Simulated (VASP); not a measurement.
Wanted: the native input for a VASP 6.6.1 run.

```yaml
Task: single point
Functional: PBE
Potentials_or_basis: VASP PAW PBE potentials, release 64 (Sn_d, Se)
Cutoff: 520 eV
k_mesh: 12 × 12 × 6
Occupations: gaussian, width 0.05 eV
Spin: no spin polarisation
Dipole_correction: no
Further_INCAR_settings: ALGO = Normal; EDIFF = 1e-07; NBANDS = 20
```

The structure of SnSe2 lies in POSCAR:

```
SnSe2
1.0
    3.8681637633      0.0000000000      0.0000000000
   -1.9340818816      3.3499280850      0.0000000000
    0.0000000000      0.0000000000      6.0449450000
Sn Se
1 2
Direct
    0.0000000000      0.0000000000      0.0000000000
    0.3333333333      0.6666666667      0.2500000000
    0.6666666667      0.3333333333      0.7500000000
```

This cell differs from its parent crystal: strain +0.015 along x and y, -0.015 along z.

The input as run:

INCAR

```
SYSTEM = SnSe2
ALGO = Normal
EDIFF = 1E-7
ENCUT = 520
GGA = PE
ISIF = 2
ISMEAR = 0
LASPH = .TRUE.
LCHARG = .FALSE.
LREAL = .FALSE.
LWAVE = .FALSE.
NBANDS = 20
NELM = 60
PREC = Accurate
SIGMA = 0.05
```

KPOINTS

```
k-points
0
G
  12 12 6
  0 0 0
```

Potentials or basis: VASP PAW PBE potentials, release 64 (Sn_d, Se).

The run is started by

```sh
$ cat potpaw_PBE.64/Sn_d/POTCAR potpaw_PBE.64/Se/POTCAR > POTCAR
$ mpirun -np 1 vasp_std > vasp.out
```

Results of the run:

```yaml
Pressure: 4.1 GPa
Largest_force: 0.739 eV/Å
Band_gap_on_the_k_mesh: 0.56 eV (least direct gap 0.70 eV)
```

Caveat: the cell differs from its parent crystal (strain +0.015 along x and y, -0.015 along z); the cell stands under pressure; spin-orbit coupling is left out, which moves the levels of the heavy elements; this functional lacks dispersion, which binds the layers, so the pressure and a relaxed spacing across them are unreliable.

Run time: 2.5 min on 1 thread of AMD EPYC 9R14 (Zen 4), with other jobs on the host, peak memory 0.27 GiB.
